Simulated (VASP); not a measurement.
Write the native input for VASP 6.6.1 that does the following.

```
Task                   : relaxation of cell and atoms
Functional             : PBE
Potentials or basis    : VASP PAW PBE potentials, release 64 (Ga_d, O)
Cutoff                 : 600 eV
k mesh                 : 8 × 8 × 8
Occupations            : gaussian, width 0.1 eV
Spin                   : collinear spin, ferromagnetic start
Starting moments       : [0.0, 0.8, 1.25, 1.25] μB
Dipole correction      : no
Further INCAR settings : ALGO = Normal; EDIFF = 1e-06; IBRION = 2; EDIFFG = -0.04; NSW = 90; ISIF = 3
```

The structure of GaO3 lies in POSCAR:

```
GaO3
1.0
   -1.6533842626      1.6533842626      3.6932739372
    1.6533842626     -1.6533842626      3.6932739372
    1.6533842626      1.6533842626     -3.6932739372
Ga O
1 3
Direct
    0.0000000000      0.0000000000      0.0000000000
    0.5000000000      0.5000000000      0.0000000000
    0.2500000000      0.7500000000      0.5000000000
    0.7500000000      0.2500000000      0.5000000000
```

The input as run:

INCAR

```
PREC = Accurate ; ENCUT = 600
EDIFF = 1E-6 ; ISMEAR = 0
SIGMA = 0.1 ; LREAL = F
LASPH = T ; NELM = 150
ALGO = Normal ; ISIF = 3
LWAVE = F ; LCHARG = F
ISPIN = 2 ; MAGMOM = 0 0.8 1.25 1.25
LORBIT = 11 ; GGA = PE
IBRION = 2 ; NSW = 90
EDIFFG = -0.04
```

KPOINTS

```
Automatic mesh
0
Gamma
  8 8 8
```

Potentials or basis: VASP PAW PBE potentials, release 64 (Ga_d, O).

The run is started by

```console
$ cat potpaw_PBE.64/Ga_d/POTCAR potpaw_PBE.64/O/POTCAR > POTCAR
$ mpirun -np 1 vasp_std > vasp.out
```

Results of the run:

```
Relaxed volume                                        : 8.97 Å³/atom
Relaxed cell                                          : a = 4.998 Å, b = 4.998 Å, c = 4.998 Å, α = 147.51°, β = 147.51°, γ = 46.61°
Space group after relaxing (to 0.1 Å)                 : I4/mmm (No. 139)
Energy gained by relaxing                             : 407.9 meV/atom
Ionic steps                                           : 23
Pressure after relaxing                               : -0.4 GPa
Net moment                                            : 0.00 μB per cell
Valence electrons inside the program's atomic spheres : Ga 11.39; O 5.07, 4.71 (each value once)
```

Run time: 71 min on 1 thread of Intel Xeon 8259CL, with other jobs on the host, peak memory 0.32 GiB.
